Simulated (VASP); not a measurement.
# Cu5Ni (P4/mmm) in VASP: relaxation of cell and atoms with PBE

Aim: the relaxation of cell and atoms of Cu5Ni with PBE.

Program: VASP 6.6.1. These are calculated values, not measurements. Logs are shortened: lines on timing, memory, paths and dates and some standing lists are left out, and cuts for length are marked.

### Step 1. The cell of the first run

It takes space group P4/mmm (No. 123, tetragonal). Conventional cell: a = 2.593 Å, b = 2.593 Å, c = 10.999 Å, α = 90.00°, β = 90.00°, γ = 90.00°. Cu (site symmetry 4mm) has 8 Cu at 2.59 Å and 4 Ni at 2.59 Å within 3.4 Å. Cu (site symmetry 4mm) has 12 Cu at 2.59 Å within 3.4 Å. Cu (site symmetry 4/mmm) has 12 Cu at 2.59 Å within 3.4 Å. Ni (site symmetry 4/mmm) has 4 Ni at 2.59 Å and 8 Cu at 2.59 Å within 3.4 Å.

### Step 2. Relaxation of cell and atoms, PBE, collinear spin, ferromagnetic start

INCAR

```
PREC = Accurate ; ENCUT = 600
EDIFF = 1E-7 ; ISMEAR = 0
SIGMA = 0.1 ; LREAL = False
LASPH = True ; NELM = 200
ALGO = Normal ; ISIF = 3
LWAVE = False ; LCHARG = False
ISPIN = 2 ; MAGMOM = 0 0 0 0 0 2
LORBIT = 11 ; LMAXMIX = 4
GGA = PE ; IBRION = 2
NSW = 90 ; EDIFFG = -0.04
GGA_COMPAT = False ; NELMIN = 4
```

KPOINTS

```
regular mesh
0
Gamma
  6 6 2
```

POSCAR

```
Cu5Ni
1.0
    2.5925222100      0.0000000000      0.0000000000
    0.0000000000      2.5925222100      0.0000000000
    0.0000000000      0.0000000000     10.9991402000
Cu Ni
5 1
Direct
    0.5000000000      0.5000000000      0.8333333300
    0.0000000000      0.0000000000      0.6666666700
    0.5000000000      0.5000000000      0.5000000000
    0.0000000000      0.0000000000      0.3333333300
    0.5000000000      0.5000000000      0.1666666700
    0.0000000000      0.0000000000      0.0000000000
```

Potentials or basis: VASP PAW PBE potentials, release 64 (Cu, Ni).

The run is started by

```console
> cat potpaw_PBE.64/Cu/POTCAR potpaw_PBE.64/Ni/POTCAR > POTCAR
> mpirun -np 1 vasp_std > vasp.out
```

OUTCAR:

```text
PREC = Accurate
   ENCUT = 600
   EDIFF = 1E-7
   ISMEAR = 0
   LREAL = False
   LASPH = True
   NELM = 200
   ISIF = 3
   ISPIN = 2
   LORBIT = 11
   GGA = PE
   IBRION = 2
   NSW = 90
   EDIFFG = -0.04
   NELMIN = 4

 ion  position               nearest neighbor table
   1  0.500  0.500  0.833-   2 2.59   2 2.59   2 2.59   2 2.59   6 2.59   6 2.59   6 2.59   6 2.59

   2  0.000  0.000  0.667-   1 2.59   1 2.59   1 2.59   1 2.59   3 2.59   3 2.59   3 2.59   3 2.59

   3  0.500  0.500  0.500-   2 2.59   4 2.59   2 2.59   4 2.59   2 2.59   4 2.59   2 2.59   4 2.59

   4  0.000  0.000  0.333-   5 2.59   5 2.59   5 2.59   5 2.59   3 2.59   3 2.59   3 2.59   3 2.59

   5  0.500  0.500  0.167-   4 2.59   4 2.59   4 2.59   4 2.59   6 2.59   6 2.59   6 2.59   6 2.59

   6  0.000  0.000  0.000-   1 2.59   5 2.59   1 2.59   5 2.59   1 2.59   5 2.59   1 2.59   5 2.59

  LATTYP: Found a simple tetragonal cell.
 ALAT       =     2.5925222100
 C/A-ratio  =     4.2426406831

  Lattice vectors:

 A1 = (   2.5925222100,   0.0000000000,   0.0000000000)
 A2 = (   0.0000000000,   2.5925222100,   0.0000000000)
 A3 = (   0.0000000000,   0.0000000000,  10.9991402000)

Analysis of symmetry for initial positions (statically):
=====================================================================
 Subroutine PRICEL returns:
 Original cell was already a primitive cell.

 Routine SETGRP: Setting up the symmetry group for a
 simple tetragonal supercell.

 Subroutine GETGRP returns: Found 16 space group operations
 (whereof 16 operations were pure point group operations)
 out of a pool of 16 trial point group operations.

The static configuration has the point symmetry D_4h.

Analysis of symmetry for dynamics (positions and initial velocities):
=====================================================================
 Subroutine PRICEL returns:
 Original cell was already a primitive cell.

 Routine SETGRP: Setting up the symmetry group for a
 simple tetragonal supercell.

 Subroutine GETGRP returns: Found 16 space group operations
 (whereof 16 operations were pure point group operations)
 out of a pool of 16 trial point group operations.

The dynamic configuration has the point symmetry D_4h.

Analysis of structural, dynamic, and magnetic symmetry:
=====================================================================
 Subroutine PRICEL returns:
 Original cell was already a primitive cell.

 Routine SETGRP: Setting up the symmetry group for a
 simple tetragonal supercell.

 Subroutine GETGRP returns: Found 16 space group operations
 (whereof 16 operations were pure point group operations)
 out of a pool of 16 trial point group operations.

The overall configuration has the point symmetry D_4h.

 Subroutine INISYM returns: Found 16 space group operations
 (whereof 16 operations are pure point group operations),
 and found     1 'primitive' translations

----------------------------------------------------------------------------------------

                                     Primitive cell

  volume of cell :      73.9271

  direct lattice vectors                    reciprocal lattice vectors
     2.592522210  0.000000000  0.000000000     0.385724757  0.000000000  0.000000000
     0.000000000  2.592522210  0.000000000     0.000000000  0.385724757  0.000000000
     0.000000000  0.000000000 10.999140200     0.000000000  0.000000000  0.090916197

  length of vectors
     2.592522210  2.592522210 10.999140200     0.385724757  0.385724757  0.090916197

  position of ions in fractional coordinates (direct lattice)
     0.500000000  0.500000000  0.833333330
     0.000000000  0.000000000  0.666666670
     0.500000000  0.500000000  0.500000000
     0.000000000  0.000000000  0.333333330
     0.500000000  0.500000000  0.166666670
     0.000000000  0.000000000  0.000000000

  ion indices of the primitive-cell ions
   primitive index   ion index
                 1           1
                 2           2
                 3           3
                 4           4
                 5           5
                 6           6

----------------------------------------------------------------------------------------

 KPOINTS: regular mesh

Automatic generation of k-mesh.
 Grid dimensions read from file:
 generate k-points for:    6    6    2

 Generating k-lattice:

  Cartesian coordinates                     Fractional coordinates (reciprocal lattice)
     0.064287460  0.000000000  0.000000000     0.166666667  0.000000000  0.000000000
     0.000000000  0.064287460  0.000000000     0.000000000  0.166666667  0.000000000
     0.000000000  0.000000000  0.045458099     0.000000000  0.000000000  0.500000000

  Length of vectors
     0.064287460  0.064287460  0.045458099

  Shift w.r.t. Gamma in fractional coordinates (k-lattice)
     0.000000000  0.000000000  0.000000000

 Subroutine IBZKPT returns following result:
 ===========================================

 Found     20 irreducible k-points:

 Following reciprocal coordinates:
            Coordinates               Weight
  0.000000  0.000000  0.000000      1.000000
  0.166667  0.000000  0.000000      4.000000
  0.333333  0.000000  0.000000      4.000000
  0.500000  0.000000  0.000000      2.000000
  0.166667  0.166667  0.000000      4.000000
  0.333333  0.166667  0.000000      8.000000
[... 12 lines left out ...]
  0.500000  0.333333  0.500000      4.000000
  0.500000  0.500000  0.500000      1.000000
   k-points           NKPTS =     20   k-points in BZ     NKDIM =     20   number of bands    NBANDS=     40
   number of dos      NEDOS =    301   number of ions     NIONS =      6
   total plane-waves  NPLWV =  51840
   dimension x,y,z NGX =    24 NGY =   24 NGZ =   90
   dimension x,y,z NGXF=    48 NGYF=   48 NGZF=  180
   ions per type =               5   1
   NGX,Y,Z   is equivalent  to a cutoff of  15.39, 15.39, 13.60 a.u.
   NGXF,Y,Z  is equivalent  to a cutoff of  30.78, 30.78, 27.21 a.u.
 SYSTEM =  unknown system
   PREC   = accura    normal or accurate (medium, high low for compatibility)
   ISTART =      0    job   : 0-new  1-cont  2-samecut
   ICHARG =      2    charge: 1-file 2-atom 10-const
   ISPIN  =      2    spin polarized calculation?
   LNONCOLLINEAR =      F non collinear calculations
   LSORBIT =      F    spin-orbit coupling
   LASPH  =      T    aspherical Exc in radial PAW
   ENCUT  =  600.0 eV  44.10 Ry    6.64 a.u.   5.18  5.18 21.97*2*pi/ulx,y,z
   NELM   =    200;   NELMIN=  4; NELMDL= -5     # of ELM steps
   EDIFF  = 0.1E-06   stopping-criterion for ELM
   LREAL  =      F    real-space projection
   EDIFFG = -.4E-01   stopping-criterion for IOM
   NSW    =     90    number of steps for IOM
   IBRION =      2    ionic relax: 0-MD 1-quasi-New 2-CG
   NFREE  =      1    steps in history (QN), initial steepest desc. (CG)
   ISIF   =      3    stress and relaxation
   ISYM   =      2    0-nonsym 1-usesym 2-fastsym
   POTIM  = 0.5000    time-step for ionic-motion
   TEBEG  =    0.0;   TEEND  =   0.0 temperature during run
   PSTRESS=    0.0 pullay stress
   NELECT =      65.0000    total number of electrons
   NUPDOWN=      -1.0000    fix difference up-down
   EMIN   =  10.00;   EMAX   =-10.00  energy-range for DOS
   EFERMI =   0.00;   METHOD = LEGACY
   ISMEAR =     0;   SIGMA  =   0.10  broadening in eV -4-tet -1-fermi 0-gaus
   EFERMI_NEDOS =   21; number of points for ismear=-14 and -15
   IALGO  =     38    algorithm
   IMIX   =      4    mixing-type and parameters
     AMIX     =   0.40;   BMIX     =  1.00
     AMIX_MAG =   1.60;   BMIX_MAG =  1.00
  volume/ion in A,a.u.               =      12.32        83.15
  Fermi-wavevector in a.u.,A,eV,Ry     =   1.568356  2.963764 33.466812  2.459741
  Thomas-Fermi vector in A             =   2.670400
   LORBIT       =     11    0 simple, 1 ext, 2 COOP (PROOUT), +10 PAW based schemes
   GGA     = PE    functional components
   LHFCALC =     F    Hartree Fock is set to
   AEXX    =    0.0000 exact exchange contribution
   IVDW    =     0    specifies the selected vdW correction
   LEPSILON=     F    determine dielectric tensor
   LRPA    =     F    only Hartree local field effects (RPA)
 conjugate gradient relaxation of ions
 spin polarized calculation
 Gauss-broadening in eV      SIGMA  =   0.10
  energy-cutoff  :      600.00
  volume of cell :       73.93
 maximum number of plane-waves:      2496
 NGX is ok and might be reduce to    24
   NGX = 11   NGY = 11   NGZ = 43

--------------------------------------- Ionic step        1  -------------------------------------------

 number of electron      65.0000043 magnetization      -0.0002222

 number of electron      65.0000043 magnetization       0.0000248

 Free energy of the ion-electron system (eV)
  ---------------------------------------------------
  ext. energy  EPLUGINS =         0.00000000
  ---------------------------------------------------
  free energy    TOTEN  =       -23.94117090 eV

  energy without entropy =      -23.92265941  energy(sigma->0) =      -23.93191516

------------------------ aborting loop because EDIFF is reached ----------------------------------------

  FORCE on cell =-STRESS in cart. coord.  units (eV):
  Direction    XX          YY          ZZ          XY          YZ          ZX
  --------------------------------------------------------------------------------------
  -------------------------------------------------------------------------------------
  Total       -2.5883873     -2.5883873     -3.3572653      0.0000000      0.0000000     -0.0000000
  in kB      -56.0965484    -56.0965484    -72.7599732      0.0000000      0.0000000     -0.0000000
  external PRESSURE =     -61.6510233 kB  Pullay stress =       0.0000000 kB
[... 277 lines left out ...]
--------------------------------------- Ionic step        8  -------------------------------------------

 number of electron      64.9999980 magnetization       0.0000000

 number of electron      64.9999980 magnetization      -0.0000000

 Free energy of the ion-electron system (eV)
  ---------------------------------------------------
  ext. energy  EPLUGINS =         0.00000000
  ---------------------------------------------------
  free energy    TOTEN  =       -24.03754999 eV

  energy without entropy =      -24.02438609  energy(sigma->0) =      -24.03096804

 E-fermi :   7.7409     XC(G=0): -12.7642

 val. band max:        7.7379197843   @ k =   0.5000   0.1667   0.5000
 cond. band min:       7.7854706529   @ k =   0.5000   0.1667   0.5000
 fundamental gap:      0.0475508686
 Fermi energy:         7.7409400962

 spin component 1

 k-point     1 :       0.0000    0.0000    0.0000
  band No.  band energies     occupation
      1      -1.5014      1.00000
      2      -0.2071      1.00000
      3      -0.0086      1.00000
      4       2.5872      1.00000
      5       2.6704      1.00000
      6       3.1259      1.00000
[... 849 lines left out ...]
     39      14.7355      0.00000
     40      14.7458      0.00000
 Fermi energy:         7.7409400962

 spin component 2

 k-point     1 :       0.0000    0.0000    0.0000
  band No.  band energies     occupation
      1      -1.5014      1.00000
      2      -0.2071      1.00000
      3      -0.0086      1.00000
      4       2.5872      1.00000
      5       2.6704      1.00000
      6       3.1259      1.00000
[... 882 lines left out ...]
  FREE ENERGIE OF THE ION-ELECTRON SYSTEM (eV)
  ---------------------------------------------------
  free  energy   TOTEN  =       -24.0375499874 eV

  energy  without entropy=      -24.0243860933  energy(sigma->0) =      -24.03096804

 reached required accuracy - stopping structural energy minimisation

 total charge

# of ion       s       p       d       tot
------------------------------------------
    1        0.456   0.398   9.160  10.013
    2        0.442   0.376   9.170   9.988
    3        0.447   0.369   9.174   9.990
    4        0.442   0.376   9.170   9.988
    5        0.456   0.398   9.160  10.013
    6        0.456   0.435   8.372   9.263
--------------------------------------------------
tot          2.699   2.352  54.206  59.257

 magnetization (x)

# of ion       s       p       d       tot
------------------------------------------
    1        0.000   0.000  -0.000  -0.000
    2        0.000   0.000  -0.000   0.000
    3       -0.000   0.000  -0.000  -0.000
    4        0.000   0.000  -0.000   0.000
    5        0.000   0.000  -0.000  -0.000
    6       -0.000  -0.000   0.000  -0.000
--------------------------------------------------
tot          0.000   0.000  -0.000  -0.000
```

It took 14 min on 1 thread of AMD EPYC 9R45 (Zen 5), shared host; peak memory 0.29 GiB.

What came out:

| Item | Value |
| --- | --- |
| Free energy | -24.0375 eV |
| Relaxed volume | 11.74 Å³/atom |
| Relaxed cell | a = 2.576 Å, b = 2.576 Å, c = 10.621 Å, α = 90.00°, β = 90.00°, γ = 90.00° |
| Space group after relaxing (to 0.1 Å) | P4/mmm (No. 123) |
| Energy gained by relaxing | 16.1 meV/atom |
| Ionic steps | 8 |
| Pressure after relaxing | 0.4 GPa |
| Largest force after relaxing | 0.034 eV/Å |
| Net moment | 0.00 μB per cell |
| Valence electrons inside the program's atomic spheres | Cu 10.01, 9.99 (each value once); Ni 9.26 |

Forces in eV/Å, atoms in the order of the input:
```
Cu   0.000  0.000  0.017
Cu   0.000  0.000 -0.034
Cu   0.000  0.000  0.000
Cu   0.000  0.000  0.034
Cu   0.000  0.000 -0.017
Ni   0.000  0.000  0.000
```

The path:
```tsv
step	energy change (eV)	largest force (eV/Å)	pressure (GPa)	volume (Å³)
1	0.0000	0.3560	-6.17	73.93
2	-0.0646	0.2255	3.56	68.97
3	-0.0782	0.2720	0.37	70.35
4	-0.0866	0.1708	0.31	70.41
5	-0.0939	0.1351	0.24	70.52
6	-0.0959	0.0648	-0.37	70.78
7	-0.0960	0.0393	-0.55	70.88
8	-0.0964	0.0339	0.38	70.46
```

Final structure:
```yaml
crystal:
  lattice:
    - [2.57566, 0.00000, 0.00000]
    - [0.00000, 2.57566, 0.00000]
    - [0.00000, 0.00000, 10.62066]
  atoms:
    - { symbol: Cu, position: [0.50000, 0.50000, 0.83833] }
    - { symbol: Cu, position: [0.00000, 0.00000, 0.66966] }
    - { symbol: Cu, position: [0.50000, 0.50000, 0.50000] }
    - { symbol: Cu, position: [0.00000, 0.00000, 0.33034] }
    - { symbol: Cu, position: [0.50000, 0.50000, 0.16167] }
    - { symbol: Ni, position: [0.00000, 0.00000, 0.00000] }
```

Levels at points of the mesh, in eV from the Fermi level:
Spin up:
| k point | band 29 | band 30 | band 31 | band 32 | band 33 | band 34 | band 35 | band 36 | band 37 | band 38 |
| --- | --- | --- | --- | --- | --- | --- | --- | --- | --- | --- |
| (0.00, 0.00, 0.00) | -1.77 | -1.75 | -1.75 | -0.91 | -0.51 | -0.51 | -0.29 | 2.14 | 7.89 | 12.85 |
| (0.50, 0.00, 0.00) | -0.72 | -0.62 | -0.56 | -0.54 | -0.51 | -0.42 | -0.20 | 0.78 | 4.69 | 4.70 |
| (0.50, 0.50, 0.00) | -0.41 | 0.17 | 1.46 | 1.46 | 4.18 | 4.18 | 4.20 | 4.20 | 6.99 | 7.01 |
| (0.00, 0.00, 0.50) | -1.69 | -1.69 | -1.26 | -0.51 | -0.51 | -0.29 | 0.35 | 0.60 | 9.87 | 10.70 |
| (0.50, 0.00, 0.50) | -0.89 | -0.86 | -0.71 | -0.44 | -0.44 | -0.42 | -0.20 | 0.74 | 4.00 | 4.10 |
| (0.50, 0.50, 0.50) | -0.41 | 0.17 | 2.32 | 2.32 | 2.40 | 2.40 | 6.44 | 6.44 | 6.45 | 6.45 |
Spin down:
| k point | band 31 | band 32 | band 33 | band 34 | band 35 | band 36 |
| --- | --- | --- | --- | --- | --- | --- |
| (0.00, 0.00, 0.00) | -1.75 | -0.91 | -0.51 | -0.51 | -0.29 | 2.14 |
| (0.50, 0.00, 0.00) | -0.56 | -0.54 | -0.51 | -0.42 | -0.20 | 0.78 |
| (0.50, 0.50, 0.00) | 1.46 | 1.46 | 4.18 | 4.18 | 4.20 | 4.20 |
| (0.00, 0.00, 0.50) | -1.26 | -0.51 | -0.51 | -0.29 | 0.35 | 0.60 |
| (0.50, 0.00, 0.50) | -0.71 | -0.44 | -0.44 | -0.42 | -0.20 | 0.74 |
| (0.50, 0.50, 0.50) | 2.32 | 2.32 | 2.40 | 2.40 | 6.44 | 6.44 |

Caveat: the k points lie up to 0.41 Å⁻¹ apart in the final cell; the moments typed at the start vanished in this run.
